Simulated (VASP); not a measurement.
# AlAs (F-43m) in VASP: further runs

AlAs is run at these levels: PBE; tasks: single point.

All numbers are computed with VASP 6.6.1; they aren't measurements. Logs are shortened: lines on timing, memory, paths and dates and some standing lists are left out, and cuts for length are marked.

### Step 1. The cell of the first run

The structure is cubic, space group F-43m (No. 216). Conventional cell: a = 5.661 Å, b = 5.661 Å, c = 5.661 Å, α = 90.00°, β = 90.00°, γ = 90.00°. Within 3.2 Å of Al (site symmetry -43m) lie 4 As at 2.45 Å. Within 3.2 Å of As (site symmetry -43m) lie 4 Al at 2.45 Å.

### Step 2. Single point, PBE

File INCAR:

```
SYSTEM = AlAs
  PREC = Accurate
  ENCUT = 500
  EDIFF = 1E-6
  ISMEAR = 0
  SIGMA = 0.01
  LREAL = .FALSE.
  LASPH = .TRUE.
  NELM = 120
  ALGO = Normal
  ISIF = 2
  LWAVE = .FALSE.
  LCHARG = .TRUE.
  GGA = PE
  LELF = .TRUE.
  LVHAR = .TRUE.
  NBANDS = 11
  GGA_COMPAT = .FALSE.
```

File KPOINTS:

```
Automatic mesh
0
G
  2 2 2
  0 0 0
```

File POSCAR:

```
AlAs
1.0
    0.0000000000      2.8305000000      2.8305000000
    2.8305000000      0.0000000000      2.8305000000
    2.8305000000      2.8305000000      0.0000000000
Al As
1 1
Direct
    0.0000000000      0.0000000000      0.0000000000
    0.2500000000      0.2500000000      0.2500000000
```

Potentials or basis: VASP PAW PBE potentials, release 64 (Al, As).

Run with:

```console
cat potpaw_PBE.64/Al/POTCAR potpaw_PBE.64/As/POTCAR > POTCAR
mpirun -np 1 vasp_std > vasp.out
```

OUTCAR:

```text
SYSTEM = AlAs
   PREC = Accurate
   ENCUT = 500
   EDIFF = 1E-6
   ISMEAR = 0
   LREAL = .FALSE.
   LASPH = .TRUE.
   NELM = 120
   ISIF = 2
   GGA = PE

 ion  position               nearest neighbor table
   1  0.000  0.000  0.000-   2 2.45   2 2.45   2 2.45   2 2.45
   2  0.250  0.250  0.250-   1 2.45   1 2.45   1 2.45   1 2.45

  LATTYP: Found a face centered cubic cell.
 ALAT       =     5.6610000000

  Lattice vectors:

 A1 = (   0.0000000000,   2.8305000000,   2.8305000000)
 A2 = (   2.8305000000,   0.0000000000,   2.8305000000)
 A3 = (   2.8305000000,   2.8305000000,   0.0000000000)

Analysis of symmetry for initial positions (statically):
=====================================================================
 Subroutine PRICEL returns:
 Original cell was already a primitive cell.

 Routine SETGRP: Setting up the symmetry group for a
 face centered cubic supercell.

 Subroutine GETGRP returns: Found 24 space group operations
 (whereof 24 operations were pure point group operations)
 out of a pool of 48 trial point group operations.

The static configuration has the point symmetry T_d .

Analysis of symmetry for dynamics (positions and initial velocities):
=====================================================================
 Subroutine PRICEL returns:
 Original cell was already a primitive cell.

 Routine SETGRP: Setting up the symmetry group for a
 face centered cubic supercell.

 Subroutine GETGRP returns: Found 24 space group operations
 (whereof 24 operations were pure point group operations)
 out of a pool of 48 trial point group operations.

The dynamic configuration has the point symmetry T_d .

 Subroutine INISYM returns: Found 24 space group operations
 (whereof 24 operations are pure point group operations),
 and found     1 'primitive' translations

----------------------------------------------------------------------------------------

                                     Primitive cell

  volume of cell :      45.3544

  direct lattice vectors                    reciprocal lattice vectors
     0.000000000  2.830500000  2.830500000    -0.176647235  0.176647235  0.176647235
     2.830500000  0.000000000  2.830500000     0.176647235 -0.176647235  0.176647235
     2.830500000  2.830500000  0.000000000     0.176647235  0.176647235 -0.176647235

  length of vectors
     4.002931488  4.002931488  4.002931488     0.305961987  0.305961987  0.305961987

  position of ions in fractional coordinates (direct lattice)
     0.000000000  0.000000000  0.000000000
     0.250000000  0.250000000  0.250000000

  ion indices of the primitive-cell ions
   primitive index   ion index
                 1           1
                 2           2

----------------------------------------------------------------------------------------

 KPOINTS: Automatic mesh

Automatic generation of k-mesh.
 Grid dimensions read from file:
 generate k-points for:    2    2    2

 Generating k-lattice:

  Cartesian coordinates                     Fractional coordinates (reciprocal lattice)
    -0.088323618  0.088323618  0.088323618     0.500000000  0.000000000  0.000000000
     0.088323618 -0.088323618  0.088323618     0.000000000  0.500000000  0.000000000
     0.088323618  0.088323618 -0.088323618     0.000000000  0.000000000  0.500000000

  Length of vectors
     0.152980993  0.152980993  0.152980993

  Shift w.r.t. Gamma in fractional coordinates (k-lattice)
     0.000000000  0.000000000  0.000000000

 Subroutine IBZKPT returns following result:
 ===========================================

 Found      3 irreducible k-points:

 Following reciprocal coordinates:
            Coordinates               Weight
  0.000000  0.000000  0.000000      1.000000
  0.500000  0.000000  0.000000      4.000000
  0.500000  0.500000  0.000000      3.000000
   k-points           NKPTS =      3   k-points in BZ     NKDIM =      3   number of bands    NBANDS=     11
   number of dos      NEDOS =    301   number of ions     NIONS =      2
   total plane-waves  NPLWV =  27000
   dimension x,y,z NGX =    30 NGY =   30 NGZ =   30
   dimension x,y,z NGXF=    60 NGYF=   60 NGZF=   60
   ions per type =               1   1
   NGX,Y,Z   is equivalent  to a cutoff of  12.46, 12.46, 12.46 a.u.
   NGXF,Y,Z  is equivalent  to a cutoff of  24.92, 24.92, 24.92 a.u.
 SYSTEM =  AlAs
   PREC   = accura    normal or accurate (medium, high low for compatibility)
   ISTART =      0    job   : 0-new  1-cont  2-samecut
   ICHARG =      2    charge: 1-file 2-atom 10-const
   ISPIN  =      1    spin polarized calculation?
   LNONCOLLINEAR =      F non collinear calculations
   LSORBIT =      F    spin-orbit coupling
   LASPH  =      T    aspherical Exc in radial PAW
   ENCUT  =  500.0 eV  36.75 Ry    6.06 a.u.   7.30  7.30  7.30*2*pi/ulx,y,z
   NELM   =    120;   NELMIN=  2; NELMDL= -5     # of ELM steps
   EDIFF  = 0.1E-05   stopping-criterion for ELM
   LREAL  =      F    real-space projection
   EDIFFG = 0.1E-04   stopping-criterion for IOM
   NSW    =      0    number of steps for IOM
   IBRION =     -1    ionic relax: 0-MD 1-quasi-New 2-CG
   NFREE  =      0    steps in history (QN), initial steepest desc. (CG)
   ISIF   =      2    stress and relaxation
   ISYM   =      2    0-nonsym 1-usesym 2-fastsym
   POTIM  = 0.5000    time-step for ionic-motion
   TEBEG  =    0.0;   TEEND  =   0.0 temperature during run
   PSTRESS=    0.0 pullay stress
   NELECT =       8.0000    total number of electrons
   NUPDOWN=      -1.0000    fix difference up-down
   EMIN   =  10.00;   EMAX   =-10.00  energy-range for DOS
   EFERMI =   0.00;   METHOD = LEGACY
   ISMEAR =     0;   SIGMA  =   0.01  broadening in eV -4-tet -1-fermi 0-gaus
   EFERMI_NEDOS =   21; number of points for ismear=-14 and -15
   IALGO  =     38    algorithm
   IMIX   =      4    mixing-type and parameters
     AMIX     =   0.40;   BMIX     =  1.00
     AMIX_MAG =   1.60;   BMIX_MAG =  1.00
  volume/ion in A,a.u.               =      22.68       153.03
  Fermi-wavevector in a.u.,A,eV,Ry     =   0.918118  1.734991 11.468895  0.842940
  Thomas-Fermi vector in A             =   2.043163
   LORBIT       =      0    0 simple, 1 ext, 2 COOP (PROOUT), +10 PAW based schemes
   GGA     = PE    functional components
   LHFCALC =     F    Hartree Fock is set to
   AEXX    =    0.0000 exact exchange contribution
   IVDW    =     0    specifies the selected vdW correction
   LEPSILON=     F    determine dielectric tensor
   LRPA    =     F    only Hartree local field effects (RPA)
 non-spin polarized calculation
 Gauss-broadening in eV      SIGMA  =   0.01
  energy-cutoff  :      500.00
  volume of cell :       45.35
 maximum number of plane-waves:      1162
 NGX is ok and might be reduce to    30
   NGX = 15   NGY = 15   NGZ = 15

 number of electron       8.0000000 magnetization

 Free energy of the ion-electron system (eV)
  ---------------------------------------------------
  ext. energy  EPLUGINS =         0.00000000
  ---------------------------------------------------
  free energy    TOTEN  =        -7.38867392 eV

  energy without entropy =       -7.38867392  energy(sigma->0) =       -7.38867392

 E-fermi :   4.3445     XC(G=0):  -8.8478

 val. band max:        4.2256700170   @ k =   0.0000   0.0000   0.0000
 cond. band min:       5.4873280103   @ k =   0.5000   0.5000   0.0000
 fundamental gap:      1.2616579933
 Fermi energy:         4.3444611930

 k-point     1 :       0.0000    0.0000    0.0000
  band No.  band energies     occupation
      1      -7.6388      2.00000
      2       4.2257      2.00000
      3       4.2257      2.00000
      4       4.2257      2.00000
      5       6.2535      0.00000
      6       8.2892      0.00000
      7       8.2892      0.00000
      8       8.2892      0.00000
      9      12.9960      0.00000
     10      13.0291      0.00000
     11      13.0291      0.00000

 k-point     2 :       0.5000    0.0000    0.0000
  band No.  band energies     occupation
      1      -6.1578      2.00000
      2      -1.4846      2.00000
      3       3.3642      2.00000
      4       3.3642      2.00000
      5       6.2377      0.00000
      6       8.6935      0.00000
      7       8.6935      0.00000
      8      11.8962      0.00000
      9      15.4531      0.00000
     10      15.5973      0.00000
     11      15.5973      0.00000

 k-point     3 :       0.5000    0.5000    0.0000
  band No.  band energies     occupation
      1      -5.5732      2.00000
      2      -1.3564      2.00000
      3       1.9718      2.00000
      4       1.9718      2.00000
      5       5.4873      0.00000
      6       6.3614      0.00000
      7      14.4348      0.00000
      8      14.4348      0.00000
      9      16.0773      0.00000
     10      16.6619      0.00000
     11      16.6619      0.00000

------------------------ aborting loop because EDIFF is reached ----------------------------------------

  FORCE on cell =-STRESS in cart. coord.  units (eV):
  Direction    XX          YY          ZZ          XY          YZ          ZX
  --------------------------------------------------------------------------------------
  -------------------------------------------------------------------------------------
  Total        2.2570970      2.2570970      2.2570970      0.0000000     -0.0000000      0.0000000
  in kB       79.7335940     79.7335940     79.7335940      0.0000000     -0.0000000      0.0000000
  external PRESSURE =      79.7335940 kB  Pullay stress =       0.0000000 kB

 VOLUME and BASIS-vectors are now :
 -----------------------------------------------------------------------------
  energy-cutoff  :      500.00
  volume of cell :       45.35
      direct lattice vectors                 reciprocal lattice vectors
     0.000000000  2.830500000  2.830500000    -0.176647235  0.176647235  0.176647235
     2.830500000  0.000000000  2.830500000     0.176647235 -0.176647235  0.176647235
     2.830500000  2.830500000  0.000000000     0.176647235  0.176647235 -0.176647235

 POSITION                                       TOTAL-FORCE (eV/Angst)
 -----------------------------------------------------------------------------------
      0.00000      0.00000      0.00000        -0.000000     -0.000000     -0.000000
      1.41525      1.41525      1.41525         0.000000      0.000000      0.000000
 -----------------------------------------------------------------------------------
    total drift:                               -0.000000     -0.000000     -0.000000

  FREE ENERGIE OF THE ION-ELECTRON SYSTEM (eV)
  ---------------------------------------------------
  free  energy   TOTEN  =        -7.3886739170 eV

  energy  without entropy=       -7.3886739170  energy(sigma->0) =       -7.38867392
```

It took 10 s on 1 thread of Intel Xeon 8259CL, shared host; peak memory 0.16 GiB.

Results:

* Free energy: -7.3887 eV
* Pressure: 8.0 GPa
* Band gap on the k mesh: 1.26 eV, indirect (least direct gap 2.03 eV)

Levels at points of the mesh, in eV from the valence-band top:
```tsv
k point	band 1	band 2	band 3	band 4	band 5	band 6	band 7	band 8	band 9
(0.00, 0.00, 0.00)	-11.86	0.00	0.00	0.00	2.03	4.06	4.06	4.06	8.77
(0.50, 0.00, 0.00)	-10.38	-5.71	-0.86	-0.86	2.01	4.47	4.47	7.67	11.23
(0.50, 0.50, 0.00)	-9.80	-5.58	-2.25	-2.25	1.26	2.14	10.21	10.21	11.85
```

Caveat: the k points lie up to 0.96 Å⁻¹ apart.

### Step 3. Single point, PBE

File INCAR:

```
ALGO = Normal
EDIFF = 1E-6
ENCUT = 500
GGA = PE
GGA_COMPAT = False
ISIF = 2
ISMEAR = 0
LASPH = True
LCHARG = True
LELF = True
LREAL = False
LVHAR = True
LWAVE = False
NBANDS = 11
NELM = 120
PREC = Accurate
SIGMA = 0.01
```

File KPOINTS:

```
k-points
0
Gamma
  2 2 2
```

POSCAR is that of step 2.

Potentials or basis: VASP PAW PBE potentials, release 64 (Al, As).

Run with:

```console
cat potpaw_PBE.64/Al/POTCAR potpaw_PBE.64/As/POTCAR > POTCAR
mpirun -np 1 vasp_std > vasp.out
```

Run time: 11 s. Hardware: 1 thread of Intel Xeon 8259CL, shared host; peak memory 0.16 GiB.

The run converged. Its results:

```
Free energy            : -7.3887 eV
Pressure               : 8.0 GPa
Band gap on the k mesh : 1.26 eV, indirect (least direct gap 2.03 eV)
```

Levels at points of the mesh, in eV from the valence-band top:
```tsv
k point	band 1	band 2	band 3	band 4	band 5	band 6	band 7	band 8	band 9
(0.00, 0.00, 0.00)	-11.86	0.00	0.00	0.00	2.03	4.06	4.06	4.06	8.77
(0.50, 0.00, 0.00)	-10.38	-5.71	-0.86	-0.86	2.01	4.47	4.47	7.67	11.23
(0.50, 0.50, 0.00)	-9.80	-5.58	-2.25	-2.25	1.26	2.14	10.21	10.21	11.85
```

Caveat: the k points lie up to 0.96 Å⁻¹ apart.

### Step 4. Single point, PBE

File INCAR:

```
ALGO     = Normal         # electronic algorithm
EDIFF    = 1E-6           # SCF threshold, eV
ENCUT    = 500            # plane-wave cutoff, eV
GGA      = PE             # functional
GGA_COMPAT= F            
ISIF     = 2              # what is computed and relaxed
ISMEAR   = 0              # smearing method
LASPH    = T              # aspherical terms in the spheres
LCHARG   = F              # write CHGCAR
LREAL    = F              # projectors in reciprocal space
LWAVE    = F              # write WAVECAR
NBANDS   = 11             # bands
NELM     = 120            # most SCF steps
PREC     = Accurate       # precision mode
SIGMA    = 0.01           # smearing width, eV
```

File KPOINTS:

```
k-points
0
Gamma
  4 4 4
```

POSCAR is that of step 3.

Run with:

```console
cat potpaw_PBE.64/Al/POTCAR potpaw_PBE.64/As/POTCAR > POTCAR
mpirun -np 1 vasp_std > vasp.out
```

It took 12 s on 1 thread of Intel Xeon 8259CL, shared host; peak memory 0.16 GiB.

The run converged. Its results:

* Free energy: -9.2578 eV
* Pressure: 3.1 GPa
* Band gap on the k mesh: 1.41 eV, indirect (least direct gap 2.05 eV)

Levels at points of the mesh, in eV from the valence-band top:
```
           k point  band 2  band 3  band 4  band 5  band 6  band 7
(0.00, 0.00, 0.00)    0.00    0.00    0.00    2.05    4.26    4.26
(0.50, 0.00, 0.00)   -5.59   -0.83   -0.83    2.13    4.65    4.65
(0.50, 0.50, 0.00)   -5.45   -2.18   -2.18    1.41    2.27   10.32
```

Caveat: the k points lie up to 0.48 Å⁻¹ apart. A k mesh can miss the band edges.
